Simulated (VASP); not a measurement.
## Rh: single point with PBEsol

Rh:

```
CELL_PARAMETERS angstrom
2.73098 0.00000 0.00000
-1.36549 2.36510 0.00000
0.00000 0.00000 4.47277
ATOMIC_POSITIONS crystal
Rh 0.33333 0.66667 0.25000
Rh 0.66667 0.33333 0.75000
```

```
Program                : VASP 6.6.1
Task                   : single point
Functional             : PBEsol
Potentials or basis    : VASP PAW PBE potentials, release 64 (Rh_pv)
Cutoff                 : 520 eV
k mesh                 : 9 × 9 × 5
Occupations            : fermi-dirac, width 0.05 eV
Spin                   : no spin polarisation
Dipole correction      : no
Further INCAR settings : ALGO = Normal; EDIFF = 1e-06; NBANDS = 22
```

- Pressure: -15.9 GPa
- Band gap on the k mesh: zero (band 15 reaches 11.49 eV, above the bottom of band 16 at 9.57 eV)

Stress tensor (GPa, compression positive):
```
-14.72   0.00   0.00
  0.00 -14.72   0.00
  0.00   0.00 -18.21
```

Levels at points of the mesh, in eV from the Fermi level:
| k point | band 11 | band 12 | band 13 | band 14 | band 15 | band 16 | band 17 | band 18 | band 19 | band 20 |
| --- | --- | --- | --- | --- | --- | --- | --- | --- | --- | --- |
| (0.00, 0.00, 0.00) | -2.77 | -2.31 | -2.31 | -1.66 | -1.66 | 0.17 | 0.17 | 0.62 | 7.95 | 15.93 |

Run time: 16 s on 1 thread of Intel(R) Xeon(R) Platinum 8488C (Sapphire Rapids), on a shared host, peak memory 0.14 GiB.

Caveat: the PAW data sets were made with another functional, which shifts forces and pressure a little.
